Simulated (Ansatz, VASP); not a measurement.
**One calculation of V, two programs**

The input INCAR:

```
SYSTEM = V
  PREC = Accurate
  ENCUT = 520
  EDIFF = 1E-6
  ISMEAR = 0
  SIGMA = 0.05
  LREAL = .FALSE.
  LASPH = .TRUE.
  NELM = 150
  ALGO = Normal
  ISIF = 2
  LWAVE = .FALSE.
  LCHARG = .FALSE.
  ISPIN = 2
  MAGMOM = 1 -1
  LORBIT = 11
  LMAXMIX = 4
  GGA = PE
  NBANDS = 24
```

KPOINTS

```
Automatic mesh
0
G
  18 18 9
  0 0 0
```

The input POSCAR:

```
V
1.0
    0.0000000000      1.9079759600      1.9079759600
    3.8159519200      1.9079759600      1.9079759600
    3.8159519200      3.8159519200      0.0000000000
V
2
Direct
    0.0000000000      0.0000000000      0.0000000000
    0.0000000000      0.0000000000      0.5000000000
```

Input for Ansatz:

```yaml
crystal:
  lattice:
    - [0.0, 1.90797596, 1.90797596]
    - [3.81595192, 1.90797596, 1.90797596]
    - [3.81595192, 3.81595192, 0.0]
  atoms:
    - { symbol: V, position: [0.0, 0.0, 0.0], spin: 1.0 }
    - { symbol: V, position: [0.0, 0.0, 0.5], spin: -1.0 }
basis:
  ecutwfc: 420
  ecutrho_ratio: 4
kpoints:
  mp_grid: { grid: [18, 18, 9] }
hamiltonian:
  xc: pbe
scf:
  occupations: { method: gaussian, width: 0.05 }
output:
  forces: true
  stress: true
  eigenvalues: true
  populations: true
magnetization:
  spin_polarized: true
```

Alike in both runs: task single point; functional PBE; k mesh 18 × 18 × 9; occupations gaussian, width 0.05 eV; collinear spin.

|  | VASP | Ansatz |
| --- | --- | --- |
| version | VASP 6.6.1 | Ansatz 0.2.0 |
| potentials or method | VASP PAW PBE potentials, release 64 (V_sv), cutoff 520 eV | scalar-relativistic, plane waves, PAW |
| valence electrons in the cell | 26 | 26 |

VASP gave:

```
pressure (GPa)           : 0.2
net moment per atom (μB) : 0.00
```

Q: Estimate Ansatz's values.

A: Pressure (GPa): 0.0; net moment per atom (μB): 0.00.

With one functional, cell and mesh, what is left measures potentials, basis and numerics. Ansatz's warnings: seeded moment not kept.
